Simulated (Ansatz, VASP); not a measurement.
## Cl in VASP and in Ansatz

```
Cl
1.0
     9.37889    0.00000    0.00000
     0.00000    9.37889    0.00000
     0.00000    0.00000    9.37889
Cl
20
Direct
  0.79322 0.40148 0.18649
  0.65181 0.48177 0.04633
  0.48761 0.85957 0.54771
  0.37682 0.67647 0.58855
  0.69587 0.88083 0.01076
  0.61808 0.88176 0.80975
  0.08361 0.99042 0.20044
  0.03752 0.78125 0.22899
  0.15440 0.49977 0.46072
  0.00561 0.34735 0.43293
  0.28785 0.26584 0.00962
  0.15287 0.27165 0.17482
  0.11067 0.95225 0.54916
  0.98747 0.82998 0.66992
  0.68377 0.25529 0.40741
  0.63136 0.13131 0.58048
  0.94803 0.31714 0.81314
  0.92796 0.12715 0.90550
  0.42106 0.68719 0.24332
  0.35956 0.65380 0.04360
```

Alike in both runs: functional LDA; k mesh 1 × 1 × 1; occupations fermi-dirac, width 0.05 eV; no spin polarisation.

Ansatz relaxed the structure, and its values are those at the end. VASP's run is a single point on that final structure, the one shown.

```csv
,VASP,Ansatz
version,VASP 6.6.1,Ansatz 0.2.0
potentials or method,"VASP PAW LDA potentials, release 64 (Cl), cutoff 520 eV","scalar-relativistic, plane waves, PAW"
valence electrons in the cell,140,140
```

```csv
,VASP,Ansatz,Ansatz less VASP
rms of the force components (eV/Å),0.139,0.082,-0.0563
```

LDA's correlation is that of Perdew and Zunger in VASP and of Perdew and Wang (1992) in Ansatz.
